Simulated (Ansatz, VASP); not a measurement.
## Two plane-wave programs on Ge

Contents of INCAR:

```
SYSTEM = Ge
PREC = Accurate ; ENCUT = 600
EDIFF = 1E-6 ; ISMEAR = 0
SIGMA = 0.1 ; LREAL = .FALSE.
LASPH = .TRUE. ; NELM = 80
ALGO = Normal ; ISIF = 3
LWAVE = .FALSE. ; LCHARG = .FALSE.
GGA = PS ; IBRION = 2
NSW = 100 ; EDIFFG = -0.005
```

File KPOINTS:

```
Automatic mesh
0
G
  12 12 6
  0 0 0
```

The input POSCAR:

```
Ge
1.0
    3.9986409613      0.0000000000      0.0000000000
   -1.9993204807      3.4629246531      0.0000000000
    0.0000000000      0.0000000000      6.5920608961
Ge
4
Direct
    0.6666666667      0.3333333333      0.0627779679
    0.3333333333      0.6666666667      0.5627779679
    0.6666666667      0.3333333333      0.4372220321
    0.3333333333      0.6666666667      0.9372220321
```

Input for Ansatz:

```yaml
crystal:
  lattice:
    - [3.9986409602, 0.0, 0.0]
    - [-1.9993204801, 3.4629246522, 0.0]
    - [0.0, 0.0, 6.5920608992]
  atoms:
    - { symbol: Ge, position: [0.6666666667, 0.3333333333, 0.062777968] }
    - { symbol: Ge, position: [0.3333333333, 0.6666666667, 0.562777968] }
    - { symbol: Ge, position: [0.6666666667, 0.3333333333, 0.437222032] }
    - { symbol: Ge, position: [0.3333333333, 0.6666666667, 0.937222032] }
basis:
  ecutwfc: 420
kpoints:
  mp_grid: { grid: [12, 12, 6] }
hamiltonian:
  xc: pbesol
scf:
  occupations: { method: gaussian, width: 0.1 }
output:
  forces: true
  stress: true
  eigenvalues: true
  write_density: true
  write_potential: true
  elf: true
  volumetric_format: npy
relax:
  adjacent_minimum: "off"
  f_tol: 0.005
  max_steps: 80
  cell: { stress_tol: 0.05 }
```

Alike in both runs: task relaxation of cell and atoms; functional PBEsol; k mesh 12 × 12 × 6; occupations gaussian, width 0.1 eV; no spin polarisation.

```csv
,VASP,Ansatz
version,VASP 6.6.1,Ansatz 0.2.0
potentials or method,"VASP PAW PBE potentials, release 64 (Ge_d), cutoff 600 eV","scalar-relativistic, plane waves, PAW"
valence electrons in the cell,56,56
```

|  | VASP | Ansatz | Ansatz less VASP |
| --- | --- | --- | --- |
| gap on the k mesh at the Fermi level, each at its own relaxed structure (eV) | none | none | - |
| relaxed volume (Å³/atom) | 22.79 | 22.82 | +0.027 |
| relaxed cell length with the largest relative difference (Å) | 6.590 | 6.596 | +0.0061 |

VASP's potentials were made for PBE, not for PBEsol. A gap of «none» marks a metal or a gap that the smearing closes.
